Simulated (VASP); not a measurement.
Runs of VASP 6.6.1 on Hg. The structure is that of space group P6/mmm (No. 191), or close to it. The cells are those of the table. 

| task | cell | gap on the mesh (eV) | pressure (GPa) |
| --- | --- | --- | --- |
| electric field gradients | a = 4.510, b = 4.510, c = 3.844 Å, angles 90.0, 90.0, 120.0°, 3 atoms | none | 10.4 |
| electric field gradients | a = 4.447, b = 4.447, c = 3.791 Å, angles 90.0, 90.0, 120.0°, 3 atoms | none | (a) |
| electric field gradients | a = 4.495, b = 4.495, c = 3.870 Å, angles 90.0, 90.0, 120.0°, 3 atoms | none | 10.9 |
| electric field gradients | a = 4.600, b = 4.600, c = 3.921 Å, angles 90.0, 90.0, 120.0°, 3 atoms | none | 5.7 |
| single point | a = 4.600, b = 4.600, c = 3.921 Å, angles 90.0, 90.0, 120.0°, 3 atoms | none | 5.7 |
| electric field gradients | a = 4.555, b = 4.555, c = 3.883 Å, angles 90.0, 90.0, 120.0°, 3 atoms | none | 7.8 |
| electric field gradients | a = 4.449, b = 4.449, c = 3.870 Å, angles 90.0, 90.0, 120.0°, 3 atoms | none | 13.5 |
| single point | a = 4.555, b = 4.555, c = 3.883 Å, angles 90.0, 90.0, 120.0°, 3 atoms | none | 7.8 |
| single point | a = 4.449, b = 4.449, c = 3.870 Å, angles 90.0, 90.0, 120.0°, 3 atoms | none | 13.5 |

Alike in all rows: level PBEsol; potentials or basis VASP PAW PBE potentials, release 64 (Hg); no spin polarisation; k mesh 8 × 8 × 9; cutoff (eV) 520; smearing fermi-dirac 0.05 eV.

**Question.** Fill in the values left out.

**Answer.** (a) 14.8.

Caveats: the PAW data sets were made with another functional, which shifts forces and pressure a little; spin-orbit coupling is left out, which moves the levels of the heavy elements.

A k mesh can miss the band edges, and the runs leave out spin-orbit coupling on Hg.

A gap of «none» marks levels without a gap at the run's occupations.
